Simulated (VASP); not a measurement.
# HgS2 (C2/m) in VASP: further runs, part 2 of 2

VASP 6.6.1. Earlier steps stand in the parts before.

### Step 3. Relaxation of cell and atoms, PBE

The input, INCAR:

```
  ALGO = Normal
  EDIFF = 1E-6
  EDIFFG = -0.04
  ENCUT = 600
  GGA = PE
  IBRION = 2
  ISIF = 3
  ISMEAR = 0
  LASPH = True
  LCHARG = False
  LREAL = False
  LWAVE = False
  NELM = 100
  NSW = 90
  PREC = Accurate
  SIGMA = 0.1
```

The input, KPOINTS:

```
k-points
0
Gamma
  6 6 4
```

The input, POSCAR:

```
HgS2
1.0
    3.3968977994     -1.9607027315      0.0000000000
    3.3968977994      1.9607027315      0.0000000000
   -2.2397759244      0.0000000000      6.3059505191
Hg S
1 2
Direct
    0.0000000000      0.0000000000      0.0000000000
    0.7380000000      0.7380000000      0.2310000000
    0.2620000000      0.2620000000      0.7690000000
```

Potentials or basis: VASP PAW PBE potentials, release 64 (Hg, S).

Launch:

```bash
$ cat potpaw_PBE.64/Hg/POTCAR potpaw_PBE.64/S/POTCAR > POTCAR
$ mpirun -np 1 vasp_std > vasp.out
```

OUTCAR:

```text
EDIFF = 1E-6
   EDIFFG = -0.04
   ENCUT = 600
   GGA = PE
   IBRION = 2
   ISIF = 3
   ISMEAR = 0
   LASPH = True
   LREAL = False
   NELM = 100
   NSW = 90
   PREC = Accurate

 ion  position               nearest neighbor table
   1  0.000  0.000  0.000-   2 2.68   2 2.68   3 2.68   3 2.68   2 2.72   3 2.72
   2  0.738  0.738  0.231-   1 2.68   1 2.68   1 2.72
   3  0.262  0.262  0.769-   1 2.68   1 2.68   1 2.72

  LATTYP: Found a base centered monoclinic cell.
 ALAT       =     6.7937955988
 B/A-ratio  =     0.5772039217
 C/A-ratio  =     0.9850025761
 COS(beta)  =    -0.3346992424

  Lattice vectors:

 A1 = (   3.3968977994,  -1.9607027315,   0.0000000000)
 A2 = (   3.3968977994,   1.9607027315,   0.0000000000)
 A3 = (  -2.2397759244,   0.0000000000,   6.3059505191)

Analysis of symmetry for initial positions (statically):
=====================================================================
 Subroutine PRICEL returns:
 Original cell was already a primitive cell.

 Routine SETGRP: Setting up the symmetry group for a
 base centered monoclinic supercell.

 Subroutine GETGRP returns: Found  4 space group operations
 (whereof  4 operations were pure point group operations)
 out of a pool of  4 trial point group operations.

The static configuration has the point symmetry C_2h.

Analysis of symmetry for dynamics (positions and initial velocities):
=====================================================================
 Subroutine PRICEL returns:
 Original cell was already a primitive cell.

 Routine SETGRP: Setting up the symmetry group for a
 base centered monoclinic supercell.

 Subroutine GETGRP returns: Found  4 space group operations
 (whereof  4 operations were pure point group operations)
 out of a pool of  4 trial point group operations.

The dynamic configuration has the point symmetry C_2h.

 Subroutine INISYM returns: Found  4 space group operations
 (whereof  4 operations are pure point group operations),
 and found     1 'primitive' translations

----------------------------------------------------------------------------------------

                                     Primitive cell

  volume of cell :      83.9991
[... 131 lines left out ...]

 number of electron      24.0000002 magnetization

 Free energy of the ion-electron system (eV)
  ---------------------------------------------------
  ext. energy  EPLUGINS =         0.00000000
  ---------------------------------------------------
  free energy    TOTEN  =        -6.59911054 eV

  energy without entropy =       -6.57402212  energy(sigma->0) =       -6.58656633

------------------------ aborting loop because EDIFF is reached ----------------------------------------

  FORCE on cell =-STRESS in cart. coord.  units (eV):
  Direction    XX          YY          ZZ          XY          YZ          ZX
  --------------------------------------------------------------------------------------
  -------------------------------------------------------------------------------------
  Total       -1.9242175     -2.2712654     -1.8698214      0.0000000      0.0000000     -0.1133851
  in kB      -36.7020193    -43.3215185    -35.6644823      0.0000000      0.0000000     -2.1626784
  external PRESSURE =     -38.5626734 kB  Pullay stress =       0.0000000 kB
[... 92 lines left out ...]
  FREE ENERGIE OF THE ION-ELECTRON SYSTEM (eV)
  ---------------------------------------------------
  free  energy   TOTEN  =        -6.6861207898 eV

  energy  without entropy=       -6.6640665726  energy(sigma->0) =       -6.67509368

 E-fermi :   3.2967     XC(G=0): -10.0291

 val. band max:        3.2819507713   @ k =   0.3333  -0.0000   0.5000
 cond. band min:       3.2976479771   @ k =  -0.3333   0.0000   0.2500
 fundamental gap:      0.0156972058
 Fermi energy:         3.2966773969

 k-point     1 :       0.0000    0.0000    0.0000
  band No.  band energies     occupation
      1     -10.5143      2.00000
      2      -8.2964      2.00000
      3      -4.3763      2.00000
      4      -4.2111      2.00000
      5      -3.6821      2.00000
      6      -3.2657      2.00000
[... 435 lines left out ...]
      5      -3.4825      2.00000
      6      -3.3548      2.00000
[... 8 lines left out ...]
     15       9.2217      0.00000
     16      10.5185      0.00000

 [... further k-points ...]

[... ionic steps 4 to 79 ...]

--------------------------------------- Ionic step       80  -------------------------------------------

 number of electron      23.9999997 magnetization

------------------------ aborting loop because EDIFF is reached ----------------------------------------
[... 69 lines left out ...]
--------------------------------------- Ionic step       82  -------------------------------------------

 number of electron      23.9999998 magnetization

 Free energy of the ion-electron system (eV)
  ---------------------------------------------------
  ext. energy  EPLUGINS =         0.00000000
  ---------------------------------------------------
  free energy    TOTEN  =        -7.49100652 eV

  energy without entropy =       -7.48690274  energy(sigma->0) =       -7.48895463

 E-fermi :   1.8193     XC(G=0):  -8.5688

 val. band max:        1.8069277321   @ k =  -0.1667   0.1667   0.5000
 cond. band min:       1.8969313777   @ k =   0.5000   0.5000   0.5000
 fundamental gap:      0.0900036456
 Fermi energy:         1.8193050920

 k-point     1 :       0.0000    0.0000    0.0000
  band No.  band energies     occupation
      1     -14.9292      2.00000
      2      -8.7762      2.00000
      3      -4.9819      2.00000
      4      -4.2814      2.00000
      5      -4.0046      2.00000
      6      -3.6544      2.00000
[... 477 lines left out ...]
  FREE ENERGIE OF THE ION-ELECTRON SYSTEM (eV)
  ---------------------------------------------------
  free  energy   TOTEN  =        -7.4910065150 eV

  energy  without entropy=       -7.4869027431  energy(sigma->0) =       -7.48895463

 reached required accuracy - stopping structural energy minimisation
```

CONTCAR:

```text
HgS2
   1.00000000000000
     4.3681442091202065   -1.5486292905153167    0.9688210815173176
     4.3681442091202065    1.5486292905153167    0.9688210815173176
    -2.1376061490438274    0.0000000000000000    5.7206198891105950
  Hg              S
     1     2
Direct
     0.0000000000000000    0.0000000000000000    0.0000000000000000
     0.7107372021900243    0.7107372021900243    0.3826877667203194
     0.2892627978099763    0.2892627978099763    0.6173122332796807

  0.00000000E+00  0.00000000E+00  0.00000000E+00
  0.00000000E+00  0.00000000E+00  0.00000000E+00
  0.00000000E+00  0.00000000E+00  0.00000000E+00
```

Wall time 56 min (1 thread of AMD EPYC 7R13 (Zen 3), shared host); peak memory 0.28 GiB.

Results:

| Quantity | Value |
| --- | --- |
| Free energy | -7.4910 eV |
| Relaxed volume | 27.94 Å³/atom |
| Relaxed cell | a = 4.735 Å, b = 4.735 Å, c = 6.107 Å, α = 97.54°, β = 97.54°, γ = 38.18° |
| Space group after relaxing (to 0.1 Å) | C2/m (No. 12) |
| Energy gained by relaxing | 297.3 meV/atom |
| Ionic steps | 82 |
| Pressure after relaxing | 0.0 GPa |
| Largest force after relaxing | 0.025 eV/Å |
| Band gap on the k mesh | zero (bands 12 and 13 overlap by 0.34 eV) |

Forces in eV/Å, atoms in the order of the input:
```
Hg   0.000  0.000  0.000
S   -0.007  0.000  0.024
S    0.007  0.000 -0.024
```

Step by step:
| step | energy change (eV) | largest force (eV/Å) | pressure (GPa) | volume (Å³) |
| --- | --- | --- | --- | --- |
| 1 | 0.0000 | 0.2805 | -3.86 | 84.00 |
| 4 | -0.0963 | 0.2863 | -0.12 | 77.07 |
| 7 | -0.2433 | 0.3670 | 3.73 | 65.11 |
| 10 | -0.2654 | 0.3170 | 3.76 | 64.45 |
| 13 | -0.2915 | 0.2119 | 4.51 | 62.77 |
| 16 | -0.3835 | 0.3544 | -1.44 | 67.19 |
| 19 | -0.4163 | 0.3160 | -0.29 | 66.46 |
| 22 | -0.4353 | 0.3191 | 0.48 | 66.47 |
| 25 | -0.4766 | 0.4222 | 1.03 | 74.35 |
| 28 | -0.5522 | 0.1608 | -0.38 | 75.68 |
| 31 | -0.5718 | 0.1853 | 0.18 | 78.07 |
| 34 | -0.5875 | 0.3167 | 1.49 | 77.18 |
| 37 | -0.6439 | 0.2864 | 1.34 | 77.33 |
| 40 | -0.6656 | 0.1121 | -0.69 | 78.87 |
| 43 | -0.6776 | 0.0995 | -0.15 | 77.12 |
| 46 | -0.7027 | 0.0724 | -0.02 | 73.04 |
| 49 | -0.7277 | 0.2311 | 0.26 | 67.87 |
| 52 | -0.7377 | 0.2951 | -0.23 | 67.27 |
| 55 | -0.7814 | 0.1569 | 1.42 | 66.47 |
| 58 | -0.8131 | 0.3634 | -1.92 | 75.04 |
| 61 | -0.8402 | 0.1922 | -0.62 | 74.88 |
| 64 | -0.8523 | 0.0277 | 0.72 | 76.87 |
| 67 | -0.8680 | 0.1857 | 0.81 | 84.61 |
| 70 | -0.8789 | 0.0393 | -0.11 | 90.97 |
| 73 | -0.8823 | 0.1540 | -0.49 | 88.56 |
| 76 | -0.8882 | 0.1236 | -0.15 | 84.30 |
| 79 | -0.8892 | 0.0784 | 0.02 | 83.28 |
| 82 | -0.8919 | 0.0247 | -0.03 | 83.81 |

Final structure:
```xyz
3
Lattice="4.3681 -1.5486 0.9688 4.3681 1.5486 0.9688 -2.1376 0.0000 5.7206" Properties=species:S:1:pos:R:3 pbc="T T T"
Hg    0.0000    0.0000    0.0000
S     5.3912    0.0000    3.5664
S     1.2075    0.0000    4.0919
```

Caveat: semilocal functionals underestimate gaps, and a narrow one can read as zero; a cell axis changed by over 15 % at a fixed basis, so the end point is rough; spin-orbit coupling is left out, which moves the levels of the heavy elements.

The gap in the log of VASP goes by the Fermi energy; the results here count the filled bands.